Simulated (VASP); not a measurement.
Crystal: Ti.

```
CELL_PARAMETERS angstrom
2.93139 0.00000 0.00000
-1.46570 2.53866 0.00000
0.00000 0.00000 4.74885
ATOMIC_POSITIONS crystal
Ti 0.33333 0.66667 0.25000
Ti 0.66667 0.33333 0.75000
```

- Program: VASP 6.6.1
- Task: relaxation of cell and atoms
- Functional: PBEsol
- Potentials or basis: VASP PAW PBE potentials, release 64 (Ti_sv)
- Cutoff: 600 eV
- k mesh: 15 × 15 × 8
- Occupations: fermi-dirac, width 0.05 eV
- Spin: no spin polarisation

At the start: pressure -6.1 GPa; volume 17.67 Å³/atom.

**Question.** How do energy, volume and symmetry change on relaxing?

**Answer.** Over 5 steps the energy falls by 22.0 meV/atom and the volume is 16.69 Å³/atom (-5.6 %); space group P6_3/mmc (No. 194, to 0.1 Å) before and after.

The path:
```tsv
step	energy change (eV)	largest force (eV/Å)	pressure (GPa)	volume (Å³)
1	0.0000	0.0000	-6.14	35.34
2	-0.0208	0.0000	5.35	31.99
3	-0.0420	0.0000	0.14	33.33
4	-0.0434	0.0000	0.05	33.35
5	-0.0439	0.0000	-0.03	33.38
```

Final structure:
```
Ti
1.0
     2.89973    0.00000    0.00000
    -1.44986    2.51124    0.00000
     0.00000    0.00000    4.58367
Ti
2
Direct
  0.33333 0.66667 0.25000
  0.66667 0.33333 0.75000
```

Caveat: the PAW data sets were made with another functional, which shifts forces and pressure a little.
